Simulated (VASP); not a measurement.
A run of VASP 6.6.1:

File INCAR:

```
AGGAC = 1.0
AGGAX = 1.0
ALDAC = 0.0
ALDAX = 1.0
ALGO = Normal
EDIFF = 1E-6
ENCUT = 520
GGA = B5
ISIF = 2
ISMEAR = -1
LASPH = True
LCHARG = False
LREAL = False
LWAVE = False
NBANDS = 9
NELM = 60
PREC = Accurate
SIGMA = 0.1
```

KPOINTS

```
k-points
0
Gamma
  9 9 9
```

POSCAR

```
Mg
1.0
    0.0000000000      3.6603033421      3.6603033421
    3.6603033421      0.0000000000      3.6603033421
    3.6603033421      3.6603033421      0.0000000000
Mg
2
Direct
    0.1250000000      0.1250000000      0.1250000000
    0.8750000000      0.8750000000      0.8750000000
```

Potentials or basis: VASP PAW PBE potentials, release 64 (Mg).

Run with:

```console
$ cat potpaw_PBE.64/Mg/POTCAR > POTCAR
$ mpirun -np 1 vasp_std > vasp.out
```

Hardware: 1 thread of Intel Xeon 8259CL (shared host).

Task: How long does it take, and how much memory?

Result: It took 59 s on 1 thread of Intel Xeon 8259CL (shared host), peak memory 0.23 GiB. Counts: scf iterations 10, k points 35.
